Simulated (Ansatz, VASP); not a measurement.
## Nb2Te6Mo: VASP beside Ansatz

INCAR

```
PREC = Accurate ; ENCUT = 520
EDIFF = 1E-6 ; ISMEAR = 0
SIGMA = 0.1 ; LREAL = False
LASPH = True ; NELM = 100
ALGO = Normal ; ISIF = 2
LWAVE = False ; LCHARG = True
GGA = PE ; LELF = True
LVHAR = True ; NBANDS = 48
```

KPOINTS

```
Automatic mesh
0
Gamma
  6 6 1
```

The input POSCAR:

```
Nb2Te6Mo
1.0
    3.6310235000      0.0000000000      0.0000000000
   -1.8155117000      3.1445586000      0.0000000000
    0.0000000000      0.0000000000     22.7056200000
Nb Te Mo
2 6 1
Direct
    0.0000000000      0.0000000000      0.8370380000
    0.0000000000      0.0000000000      0.1629620000
    0.6666667000      0.3333333000      0.0810110000
    0.6666667000      0.3333333000      0.4206710000
    0.6666667000      0.3333333000      0.7545640000
    0.3333333000      0.6666667000      0.9189890000
    0.3333333000      0.6666667000      0.2454360000
    0.3333333000      0.6666667000      0.5793290000
    0.0000000000      0.0000000000      0.5000000000
```

Input for Ansatz:

```yaml
crystal:
  lattice:
    - [3.6310235, 0.0, 0.0]
    - [-1.8155117, 3.1445586, 0.0]
    - [0.0, 0.0, 22.70562]
  atoms:
    - { symbol: Nb, position: [0.0, 0.0, 0.837038] }
    - { symbol: Nb, position: [0.0, 0.0, 0.162962] }
    - { symbol: Te, position: [0.6666667, 0.3333333, 0.081011] }
    - { symbol: Te, position: [0.6666667, 0.3333333, 0.420671] }
    - { symbol: Te, position: [0.6666667, 0.3333333, 0.754564] }
    - { symbol: Te, position: [0.3333333, 0.6666667, 0.918989] }
    - { symbol: Te, position: [0.3333333, 0.6666667, 0.245436] }
    - { symbol: Te, position: [0.3333333, 0.6666667, 0.579329] }
    - { symbol: Mo, position: [0.0, 0.0, 0.5] }
basis:
  ecutwfc: 420
kpoints:
  mp_grid: { grid: [6, 6, 1] }
hamiltonian:
  xc: pbe
scf:
  occupations: { method: gaussian, width: 0.1 }
  lower_state_search: "off"
output:
  forces: true
  stress: true
  eigenvalues: true
```

Alike in both runs: task single point; functional PBE; k mesh 6 × 6 × 1; occupations gaussian, width 0.1 eV; no spin polarisation.

|  | VASP | Ansatz |
| --- | --- | --- |
| version | VASP 6.6.1 | Ansatz 0.2.0 |
| potentials or method | VASP PAW PBE potentials, release 64 (Nb_sv, Te, Mo_sv), cutoff 520 eV | scalar-relativistic, plane waves, PAW |
| valence electrons in the cell | 76 | 136 |

Ansatz gave:

```
gap on the k mesh at the Fermi level (eV)                     : none
pressure (GPa)                                                : 0.0
traceless stress, the component that is largest in VASP (GPa) : 0.30
rms of the force components (eV/Å)                            : 0.042
```

Problem. Which values does VASP return?

Solution. gap on the k mesh at the Fermi level (eV): none; pressure (GPa): -0.1; traceless stress, the component that is largest in VASP (GPa): 0.33; rms of the force components (eV/Å): 0.042.

Atom by atom the forces differ by 0.004 eV/Å (rms over components). A gap of «none» marks a metal or a gap that the smearing closes. VASP's potentials hold 76 valence electrons a cell and Ansatz's 136, so a difference there can come from the potentials and not from the codes.

Neither program's run includes spin-orbit coupling.
